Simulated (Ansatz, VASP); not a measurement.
## Two plane-wave programs on W

The input INCAR:

```
SYSTEM = W
ALGO = Fast
EDIFF = 1E-7
ENCUT = 520
GGA = CA
ISIF = 2
ISMEAR = 0
LASPH = .True.
LCHARG = .False.
LREAL = .False.
LWAVE = .False.
NBANDS = 13
NELM = 100
PREC = Accurate
SIGMA = 0.15
```

KPOINTS

```
k-points
0
Gamma
  22 22 22
  0 0 0
```

POSCAR

```
W
1.0
   -1.7757055062      1.5747876028      1.5747876028
    1.5747876028     -1.7757055062      1.5747876028
    1.5747876028      1.5747876028     -1.7757055062
W
1
Direct
    0.0000000000      0.0000000000      0.0000000000
```

Input for Ansatz:

```yaml
crystal:
  lattice:
    - [-1.7757055062, 1.5747876028, 1.5747876028]
    - [1.5747876028, -1.7757055062, 1.5747876028]
    - [1.5747876028, 1.5747876028, -1.7757055062]
  atoms:
    - { symbol: W, position: [0.0, 0.0, 0.0] }
basis:
  ecutwfc: 420
kpoints:
  mp_grid: { grid: [22, 22, 22] }
hamiltonian:
  xc: lda
  pseudopotentials: { kind: paw, azcp: { folder: soft_1 } }
scf:
  occupations: { method: gaussian, width: 0.15 }
output:
  forces: true
  stress: true
  eigenvalues: true
```

Alike in both runs: task single point; functional LDA; k mesh 22 × 22 × 22; occupations gaussian, width 0.15 eV; no spin polarisation.

|  | VASP | Ansatz |
| --- | --- | --- |
| version | VASP 6.6.1 | Ansatz 0.2.0 |
| potentials or method | VASP PAW LDA potentials, release 64 (W_sv), cutoff 520 eV | scalar-relativistic, plane waves, PAW |
| valence electrons in the cell | 14 | 14 |

Ansatz gave:

```
gap on the k mesh at the Fermi level (eV)                     : none
pressure (GPa)                                                : 11.9
traceless stress, the component that is largest in VASP (GPa) : 31.68
```

Problem. What did VASP give for the same quantities?

Solution. gap on the k mesh at the Fermi level (eV): none; pressure (GPa): 14.5; traceless stress, the component that is largest in VASP (GPa): 32.74.

Ansatz warns that its potentials were made for another functional, while VASP's fit it. LDA's correlation is that of Perdew and Zunger in VASP and of Perdew and Wang (1992) in Ansatz. A gap of «none» marks a metal or a gap that the smearing closes.

Neither program's run includes spin-orbit coupling.
